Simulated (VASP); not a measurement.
A run of VASP 6.6.1 is set up as follows.

The input INCAR:

```
SYSTEM = ZnS
ALGO     = Normal         ! electronic algorithm
EDIFF    = 1E-6           ! SCF threshold, eV
ENCUT    = 520            ! plane-wave cutoff, eV
GGA      = PE             ! functional
ISIF     = 2              ! what is computed and relaxed
ISMEAR   = 0              ! smearing method
LASPH    = .TRUE.         ! aspherical terms in the spheres
LCHARG   = .FALSE.        ! write CHGCAR
LREAL    = .FALSE.        ! projectors in reciprocal space
LWAVE    = .FALSE.        ! write WAVECAR
NBANDS   = 26             ! bands
NELM     = 100            ! most SCF steps
PREC     = Accurate       ! precision mode
SIGMA    = 0.05           ! smearing width, eV
```

Contents of KPOINTS:

```
k-points
0
G
  12 12 4
  0 0 0
```

File POSCAR:

```
ZnS
1.0
    4.1531324266      0.0000000000      0.0000000000
   -2.0765662133      3.5967181867      0.0000000000
    0.0000000000      0.0000000000      6.3053333116
Zn S
2 2
Direct
    0.3333333333      0.6666666667      0.0052197901
    0.6666666667      0.3333333333      0.5052197901
    0.3333333333      0.6666666667      0.3797802099
    0.6666666667      0.3333333333      0.8797802099
```

Potentials or basis: VASP PAW PBE potentials, release 64 (Zn, S).

Command:

```console
$ cat potpaw_PBE.64/Zn/POTCAR potpaw_PBE.64/S/POTCAR > POTCAR
$ mpirun -np 1 vasp_std > vasp.out
```

(1) Estimate the pressure.

(2) What does it give for the band gap on the k mesh?

(3) Estimate the largest force.

## Answers

(1) -7.0 GPa.

(2) 1.44 eV.

(3) 0.204 eV/Å.

Caveat: the cell differs from its parent crystal (strain +0.080 along x and y, +0.000 along z); the cell stands under tension.
